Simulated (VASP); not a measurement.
NiMoIrPdW:

```xyz
5
Lattice="4.1467 0.0000 0.0000 -2.0734 3.5911 0.0000 0.0000 0.0000 5.4163" Properties=species:S:1:pos:R:3 pbc="T T T"
Ni    0.0000    0.0000    0.1203
Mo    2.0734    1.1970    2.4913
Pd    0.0000    2.3941    4.0406
Ir    0.0000    2.3941    1.3888
W     2.0734    1.1970    5.4155
```

Program: VASP 6.6.1. Alike in all runs: spin collinear, ferromagnetic start; cell as given; cutoff (eV) 520; smearing fermi-dirac 0.05 eV.

Question: Order these runs on this cell by their pressure, lowest first.
A. level LDA; potentials or basis VASP PAW LDA potentials, release 64 (Ni, Mo_sv, Pd, Ir, W_sv); k mesh 7 × 7 × 5
B. level RPBE; potentials or basis VASP PAW PBE potentials, release 64 (Ni, Mo_sv, Pd, Ir, W_sv); k mesh 7 × 7 × 5
C. level PBE+U; potentials or basis VASP PAW PBE potentials, release 64 (Ni, Mo_sv, Pd, Ir, W_sv); U Ir d U = 3.0 eV, Mo d U = 3.0 eV, Ni d U = 3.0 eV, Pd d U = 3.0 eV, W d U = 3.0 eV; k mesh 5 × 5 × 4
D. level PBE; potentials or basis VASP PAW PBE potentials, release 64 (Ni, Mo_sv, Pd, Ir, W_sv); k mesh 7 × 7 × 5

Answer: A (-11.8 GPa), C (-1.9 GPa), D (0.2 GPa), B (3.9 GPa).

Caveats: the U is typed as a test and isn't derived for this compound (at least some runs); the cell stands under pressure (at least some runs); the PAW data sets were made with another functional, which shifts forces and pressure a little (at least some runs); the cell stands under tension (at least some runs).
